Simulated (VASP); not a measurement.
# PbF2 in VASP: a series of runs

The runs below take PbF2 through single point, with LDA.

Everything below comes from runs of VASP 6.6.1. Logs are shortened: lines on timing, memory, paths and dates and some standing lists are left out, and cuts for length are marked.

### 1 The cell of the first run

It takes space group I4/mmm (No. 139, tetragonal). Conventional cell: a = 4.242 Å, b = 4.242 Å, c = 5.940 Å, α = 90.00°, β = 90.00°, γ = 90.00°. Pb (site symmetry 4/mmm) has 8 F at 2.59 Å within 3.4 Å. Within 3.4 Å of F (site symmetry -4m2) lie 4 Pb at 2.59 Å and 6 F at 2.97 to 3.00 Å.

### 2 Single point, LDA (equal xx and yy strain of +1 %)

The input, INCAR:

```
  PREC = Accurate
  ENCUT = 520
  EDIFF = 1E-6
  ISMEAR = -1
  SIGMA = 0.03
  LREAL = F
  LASPH = T
  NELM = 100
  ALGO = Normal
  ISIF = 2
  LWAVE = F
  LCHARG = T
  GGA = CA
  LELF = T
  LVHAR = T
  NBANDS = 21
```

The input, KPOINTS:

```
Automatic mesh
0
Gamma
  7 7 7
```

The input, POSCAR:

```
PbF2
1.0
    0.0000000000      2.9995485000      2.9698500000
    2.9995485000      0.0000000000      2.9698500000
    2.9995485000      2.9995485000      0.0000000000
Pb F
1 2
Direct
    0.0000000000      0.0000000000      0.0000000000
    0.2500000000      0.2500000000      0.2500000000
    0.7500000000      0.7500000000      0.7500000000
```

Potentials or basis: VASP PAW LDA potentials, release 64 (Pb_d, F).

Run with:

```sh
cat potpaw_LDA.64/Pb_d/POTCAR potpaw_LDA.64/F/POTCAR > POTCAR
mpirun -np 1 vasp_std > vasp.out
```

OUTCAR:

```text
PREC = Accurate
   ENCUT = 520
   EDIFF = 1E-6
   ISMEAR = -1
   LREAL = F
   LASPH = T
   NELM = 100
   ISIF = 2
   GGA = CA

 ion  position               nearest neighbor table
   1  0.000  0.000  0.000-   3 2.59   3 2.59   2 2.59   3 2.59   2 2.59   2 2.59   3 2.59   2 2.59

   2  0.250  0.250  0.250-   1 2.59   1 2.59   1 2.59   1 2.59
   3  0.750  0.750  0.750-   1 2.59   1 2.59   1 2.59   1 2.59

  LATTYP: Found a body centered tetragonal cell.
 ALAT       =     4.2420021697
 C/A-ratio  =     1.4002114479

  Lattice vectors:

 A1 = (   0.0000000000,  -2.9995485000,  -2.9698500000)
 A2 = (   0.0000000000,   2.9995485000,  -2.9698500000)
 A3 = (   2.9995485000,   0.0000000000,   2.9698500000)

Analysis of symmetry for initial positions (statically):
=====================================================================
 Subroutine PRICEL returns:
 Original cell was already a primitive cell.

 Routine SETGRP: Setting up the symmetry group for a
 body centered tetragonal supercell.

 Subroutine GETGRP returns: Found 16 space group operations
 (whereof 16 operations were pure point group operations)
 out of a pool of 16 trial point group operations.

The static configuration has the point symmetry D_4h.

Analysis of symmetry for dynamics (positions and initial velocities):
=====================================================================
 Subroutine PRICEL returns:
 Original cell was already a primitive cell.

 Routine SETGRP: Setting up the symmetry group for a
 body centered tetragonal supercell.

 Subroutine GETGRP returns: Found 16 space group operations
 (whereof 16 operations were pure point group operations)
 out of a pool of 16 trial point group operations.

The dynamic configuration has the point symmetry D_4h.

 Subroutine INISYM returns: Found 16 space group operations
 (whereof 16 operations are pure point group operations),
 and found     1 'primitive' translations

----------------------------------------------------------------------------------------

                                     Primitive cell

  volume of cell :      53.4412

  direct lattice vectors                    reciprocal lattice vectors
     0.000000000  2.999548500  2.969850000    -0.166691754  0.166691754  0.168358671
     2.999548500  0.000000000  2.969850000     0.166691754 -0.166691754  0.168358671
     2.999548500  2.999548500  0.000000000     0.166691754  0.166691754 -0.168358671

  length of vectors
     4.221054397  4.221054397  4.242002170     0.289684179  0.289684179  0.289684179

  position of ions in fractional coordinates (direct lattice)
     0.000000000  0.000000000  0.000000000
     0.250000000  0.250000000  0.250000000
     0.750000000  0.750000000  0.750000000

  ion indices of the primitive-cell ions
   primitive index   ion index
                 1           1
                 2           2
                 3           3

----------------------------------------------------------------------------------------

 KPOINTS: Automatic mesh

Automatic generation of k-mesh.
 Grid dimensions read from file:
 generate k-points for:    7    7    7

 Generating k-lattice:

  Cartesian coordinates                     Fractional coordinates (reciprocal lattice)
    -0.023813108  0.023813108  0.024051239     0.142857143  0.000000000  0.000000000
     0.023813108 -0.023813108  0.024051239     0.000000000  0.142857143  0.000000000
     0.023813108  0.023813108 -0.024051239     0.000000000  0.000000000  0.142857143

  Length of vectors
     0.041383454  0.041383454  0.041383454

  Shift w.r.t. Gamma in fractional coordinates (k-lattice)
     0.000000000  0.000000000  0.000000000

 Subroutine IBZKPT returns following result:
 ===========================================

 Found     40 irreducible k-points:

 Following reciprocal coordinates:
            Coordinates               Weight
  0.000000  0.000000  0.000000      1.000000
  0.142857  0.000000  0.000000      8.000000
  0.285714  0.000000  0.000000      8.000000
  0.428571  0.000000  0.000000      8.000000
  0.142857  0.142857  0.000000      2.000000
  0.285714  0.142857  0.000000      8.000000
[... 16 lines left out ...]
  0.428571  0.285714  0.142857      8.000000
 -0.428571  0.285714  0.142857     16.000000
 [... further k-points ...]
   k-points           NKPTS =     40   k-points in BZ     NKDIM =     40   number of bands    NBANDS=     21
   number of dos      NEDOS =    301   number of ions     NIONS =      3
   total plane-waves  NPLWV =  32768
   dimension x,y,z NGX =    32 NGY =   32 NGZ =   32
   dimension x,y,z NGXF=    64 NGYF=   64 NGZF=   64
   ions per type =               1   2
   NGX,Y,Z   is equivalent  to a cutoff of  12.60, 12.60, 12.54 a.u.
   NGXF,Y,Z  is equivalent  to a cutoff of  25.21, 25.21, 25.08 a.u.
 SYSTEM =  unknown system
   PREC   = accura    normal or accurate (medium, high low for compatibility)
   ISTART =      0    job   : 0-new  1-cont  2-samecut
   ICHARG =      2    charge: 1-file 2-atom 10-const
   ISPIN  =      1    spin polarized calculation?
   LNONCOLLINEAR =      F non collinear calculations
   LSORBIT =      F    spin-orbit coupling
   LASPH  =      T    aspherical Exc in radial PAW
   ENCUT  =  520.0 eV  38.22 Ry    6.18 a.u.   7.85  7.85  7.89*2*pi/ulx,y,z
   NELM   =    100;   NELMIN=  2; NELMDL= -5     # of ELM steps
   EDIFF  = 0.1E-05   stopping-criterion for ELM
   LREAL  =      F    real-space projection
   EDIFFG = 0.1E-04   stopping-criterion for IOM
   NSW    =      0    number of steps for IOM
   IBRION =     -1    ionic relax: 0-MD 1-quasi-New 2-CG
   NFREE  =      0    steps in history (QN), initial steepest desc. (CG)
   ISIF   =      2    stress and relaxation
   ISYM   =      2    0-nonsym 1-usesym 2-fastsym
   POTIM  = 0.5000    time-step for ionic-motion
   TEBEG  =    0.0;   TEEND  =   0.0 temperature during run
   PSTRESS=    0.0 pullay stress
   NELECT =      28.0000    total number of electrons
   NUPDOWN=      -1.0000    fix difference up-down
   EMIN   =  10.00;   EMAX   =-10.00  energy-range for DOS
   EFERMI =   0.00;   METHOD = LEGACY
   ISMEAR =    -1;   SIGMA  =   0.03  broadening in eV -4-tet -1-fermi 0-gaus
   EFERMI_NEDOS =   21; number of points for ismear=-14 and -15
   IALGO  =     38    algorithm
   IMIX   =      4    mixing-type and parameters
     AMIX     =   0.40;   BMIX     =  1.00
     AMIX_MAG =   1.60;   BMIX_MAG =  1.00
  volume/ion in A,a.u.               =      17.81       120.21
  Fermi-wavevector in a.u.,A,eV,Ry     =   1.319782  2.494026 23.698948  1.741824
  Thomas-Fermi vector in A             =   2.449655
   LORBIT       =      0    0 simple, 1 ext, 2 COOP (PROOUT), +10 PAW based schemes
   GGA     = CA    functional components
   LHFCALC =     F    Hartree Fock is set to
   AEXX    =    0.0000 exact exchange contribution
   IVDW    =     0    specifies the selected vdW correction
   LEPSILON=     F    determine dielectric tensor
   LRPA    =     F    only Hartree local field effects (RPA)
 non-spin polarized calculation
  energy-cutoff  :      520.00
  volume of cell :       53.44
 maximum number of plane-waves:      1454
   NGX = 15   NGY = 15   NGZ = 15

 number of electron      28.0000025 magnetization

 Free energy of the ion-electron system (eV)
  ---------------------------------------------------
  ext. energy  EPLUGINS =         0.00000000
  ---------------------------------------------------
  free energy    TOTEN  =       -15.87124036 eV

  energy without entropy =      -15.87124036  energy(sigma->0) =      -15.87124036

 E-fermi :   1.9003     XC(G=0):  -9.9354

 val. band max:        1.1953458781   @ k =  -0.2857   0.1429   0.4286
 cond. band min:       5.4175202894   @ k =   0.4286   0.4286   0.0000
 fundamental gap:      4.2221744113
 Fermi energy:         1.9002971931

 k-point     1 :       0.0000    0.0000    0.0000
  band No.  band energies     occupation
      1     -19.3085      2.00000
      2     -18.6843      2.00000
      3     -13.1231      2.00000
      4     -13.1231      2.00000
      5     -13.1165      2.00000
      6     -13.0612      2.00000
[... 13 lines left out ...]
     20      16.0599      0.00000
     21      18.1590      0.00000

 k-point     2 :       0.1429    0.0000    0.0000
  band No.  band energies     occupation
      1     -19.2692      2.00000
      2     -18.7196      2.00000
      3     -13.1155      2.00000
      4     -13.1116      2.00000
      5     -13.0805      2.00000
      6     -13.0612      2.00000
[... 13 lines left out ...]
     20      15.5255      0.00000
     21      17.4943      0.00000

 k-point     3 :       0.2857    0.0000    0.0000
  band No.  band energies     occupation
      1     -19.1700      2.00000
      2     -18.8086      2.00000
      3     -13.1050      2.00000
      4     -13.1018      2.00000
      5     -13.0538      2.00000
      6     -13.0505      2.00000
[... 13 lines left out ...]
     20      14.9056      0.00000
     21      16.1098      0.00000

 k-point     4 :       0.4286    0.0000    0.0000
  band No.  band energies     occupation
      1     -19.0545      2.00000
      2     -18.9134      2.00000
      3     -13.1034      2.00000
      4     -13.1014      2.00000
      5     -13.0406      2.00000
      6     -13.0376      2.00000
[... 13 lines left out ...]
     20      14.6248      0.00000
     21      15.1622      0.00000

 k-point     5 :       0.1429    0.1429    0.0000
  band No.  band energies     occupation
      1     -19.2555      2.00000
      2     -18.7323      2.00000
      3     -13.1078      2.00000
      4     -13.1078      2.00000
      5     -13.0711      2.00000
      6     -13.0671      2.00000
[... 13 lines left out ...]
     20      16.0582      0.00000
     21      17.5886      0.00000

 k-point     6 :       0.2857    0.1429    0.0000
  band No.  band energies     occupation
      1     -19.1779      2.00000
      2     -18.8006      2.00000
      3     -13.0943      2.00000
      4     -13.0920      2.00000
      5     -13.0673      2.00000
      6     -13.0468      2.00000
[... 13 lines left out ...]
     20      15.7215      0.00000
     21      17.0776      0.00000

 k-point     7 :       0.4286    0.1429    0.0000
  band No.  band energies     occupation
      1     -19.0723      2.00000
      2     -18.8939      2.00000
      3     -13.0909      2.00000
      4     -13.0890      2.00000
      5     -13.0451      2.00000
      6     -13.0364      2.00000
[... 13 lines left out ...]
     20      15.9347      0.00000
     21      16.3764      0.00000
[... 291 lines left out ...]
      1     -19.0131      2.00000
      2     -18.9489      2.00000
      3     -13.0906      2.00000
      4     -13.0878      2.00000
      5     -13.0414      2.00000
      6     -13.0275      2.00000
[... 13 lines left out ...]
     20      15.6954      0.00000
     21      16.4829      0.00000

 k-point    21 :      -0.2857   -0.0000    0.1429
  band No.  band energies     occupation
      1     -19.1092      2.00000
      2     -18.8612      2.00000
      3     -13.0914      2.00000
      4     -13.0876      2.00000
      5     -13.0583      2.00000
      6     -13.0334      2.00000
[... 13 lines left out ...]
     20      15.5202      0.00000
     21      17.0674      0.00000

 k-point    22 :      -0.1429    0.0000    0.1429
  band No.  band energies     occupation
      1     -19.2103      2.00000
      2     -18.7724      2.00000
      3     -13.1029      2.00000
      4     -13.0976      2.00000
      5     -13.0651      2.00000
      6     -13.0501      2.00000
[... 13 lines left out ...]
     20      15.2791      0.00000
     21      17.7081      0.00000

 k-point    23 :       0.4286    0.2857    0.1429
  band No.  band energies     occupation
      1     -19.1014      2.00000
      2     -18.8659      2.00000
      3     -13.0825      2.00000
      4     -13.0752      2.00000
      5     -13.0632      2.00000
      6     -13.0316      2.00000
[... 13 lines left out ...]
     20      16.6991      0.00000
     21      16.8490      0.00000

 k-point    24 :      -0.4286    0.2857    0.1429
  band No.  band energies     occupation
      1     -19.0159      2.00000
      2     -18.9406      2.00000
      3     -13.0810      2.00000
      4     -13.0704      2.00000
      5     -13.0449      2.00000
      6     -13.0090      2.00000
[... 13 lines left out ...]
     20      17.1022      0.00000
     21      17.4130      0.00000

 [... further k-points ...]

------------------------ aborting loop because EDIFF is reached ----------------------------------------

  FORCE on cell =-STRESS in cart. coord.  units (eV):
  Direction    XX          YY          ZZ          XY          YZ          ZX
  --------------------------------------------------------------------------------------
  -------------------------------------------------------------------------------------
  Total       -2.1124874     -2.1124874     -1.9252445      0.0000000      0.0000000      0.0000000
  in kB      -63.3327611    -63.3327611    -57.7191857      0.0000000      0.0000000      0.0000000
  external PRESSURE =     -61.4615693 kB  Pullay stress =       0.0000000 kB

 VOLUME and BASIS-vectors are now :
 -----------------------------------------------------------------------------
  energy-cutoff  :      520.00
  volume of cell :       53.44
      direct lattice vectors                 reciprocal lattice vectors
     0.000000000  2.999548500  2.969850000    -0.166691754  0.166691754  0.168358671
     2.999548500  0.000000000  2.969850000     0.166691754 -0.166691754  0.168358671
     2.999548500  2.999548500  0.000000000     0.166691754  0.166691754 -0.168358671

 POSITION                                       TOTAL-FORCE (eV/Angst)
 -----------------------------------------------------------------------------------
      0.00000      0.00000      0.00000         0.000000     -0.000000      0.000000
      1.49977      1.49977      1.48493        -0.000000     -0.000000     -0.000000
      4.49932      4.49932      4.45477        -0.000000      0.000000      0.000000
 -----------------------------------------------------------------------------------
    total drift:                                0.000000     -0.000000      0.000000

  FREE ENERGIE OF THE ION-ELECTRON SYSTEM (eV)
  ---------------------------------------------------
  free  energy   TOTEN  =       -15.8712403559 eV

  energy  without entropy=      -15.8712403559  energy(sigma->0) =      -15.87124036
```

Wall time 29 s (1 thread of Intel Xeon Platinum 8259CL at 2.50GHz (Skylake/Cascade Lake), shared host); peak memory 0.17 GiB.

Results:

```yaml
Free_energy: -15.8712 eV
Pressure: -6.1 GPa
Band_gap_on_the_k_mesh: 4.22 eV (least direct gap 4.48 eV)
```

Stress tensor (GPa, compression positive):
```
-6.33  0.00  0.00
 0.00 -6.33  0.00
 0.00  0.00 -5.77
```

Caveat: the cell differs from its parent crystal (equal xx and yy strain of +1 %); the cell stands under tension; spin-orbit coupling is left out, which moves the levels of the heavy elements; an odd mesh through Γ misses points on the zone boundary, where band edges can lie.

[end of part 1 of 2]
